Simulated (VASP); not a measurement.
# Sc: density of states with PBE

Sc:

```xyz
1
Lattice="3.0614 0.0000 0.0000 -1.5307 2.6513 0.0000 0.0000 0.0000 2.8733" Properties=species:S:1:pos:R:3 pbc="T T T"
Sc    0.0000    0.0000    0.0000
```

This cell differs from its parent crystal: volume scaled by 0.92.

```
Program                 : VASP 6.6.1
Task                    : density of states
Functional              : PBE
Potentials or basis     : VASP PAW PBE potentials, release 64 (Sc_sv)
Cutoff                  : 520 eV
k mesh                  : 15 × 15 × 14
Occupations             : fermi-dirac, width 0.1 eV
Spin                    : no spin polarisation
Dipole correction       : no
k mesh for the DOS      : 23 × 23 × 21
Occupations for the DOS : tetrahedron
Further INCAR settings  : ALGO = Normal; EDIFF = 1e-06
```

```yaml
Valence_electrons_inside_the_program's_atomic_spheres: Sc 9.48
```

Levels at points of the mesh, in eV from the Fermi level:
| k point | band 3 | band 4 | band 5 | band 6 | band 7 | band 8 | band 9 |
| --- | --- | --- | --- | --- | --- | --- | --- |
| (0.00, 0.00, 0.00) | -27.69 | -27.69 | -5.13 | -0.42 | 1.68 | 1.68 | 4.27 |

Wall time 69 s on 1 thread of Intel(R) Xeon(R) Platinum 8259CL CPU @ 2.50GHz (Skylake/Cascade Lake), with other jobs on the host, peak memory 0.26 GiB.
